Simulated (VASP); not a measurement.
A run of VASP 6.6.1:

File INCAR:

```
PREC = Accurate
ENCUT = 520
EDIFF = 1E-6
ISMEAR = -1
SIGMA = 0.03
LREAL = False
LASPH = True
NELM = 80
ALGO = Normal
ISIF = 2
LWAVE = False
LCHARG = False
GGA = PS
NBANDS = 40
```

File KPOINTS:

```
regular mesh
0
Gamma
  6 4 4
```

File POSCAR:

```
NaScSe2
1.0
    3.8502335607      0.0000000000      0.0000000000
    0.0000000000      5.5394557185      0.0000000000
    0.0000000000      0.0000000000      8.4152236853
Na Se Sc
2 4 2
Direct
    0.0000000000      0.0000000000      0.8902889179
    0.5000000000      0.5000000000      0.1097110821
    0.0000000000      0.5000000000      0.8386660099
    0.5000000000      0.0000000000      0.1613339901
    0.0000000000      0.5000000000      0.3974968831
    0.5000000000      0.0000000000      0.6025031169
    0.0000000000      0.0000000000      0.3738502275
    0.5000000000      0.5000000000      0.6261497725
```

Potentials or basis: VASP PAW PBE potentials, release 64 (Na_pv, Se, Sc_sv).

Command:

```bash
$ cat potpaw_PBE.64/Na_pv/POTCAR potpaw_PBE.64/Se/POTCAR potpaw_PBE.64/Sc_sv/POTCAR > POTCAR
$ mpirun -np 1 vasp_std > vasp.out
```

Hardware: 1 thread of Intel Xeon 8259CL, with other jobs on the host.

Estimate the wall time of this run.

It took 6.4 min on 1 thread of Intel Xeon 8259CL (shared host), peak memory 0.4 GiB. Counts: scf iterations 15, k points 36.
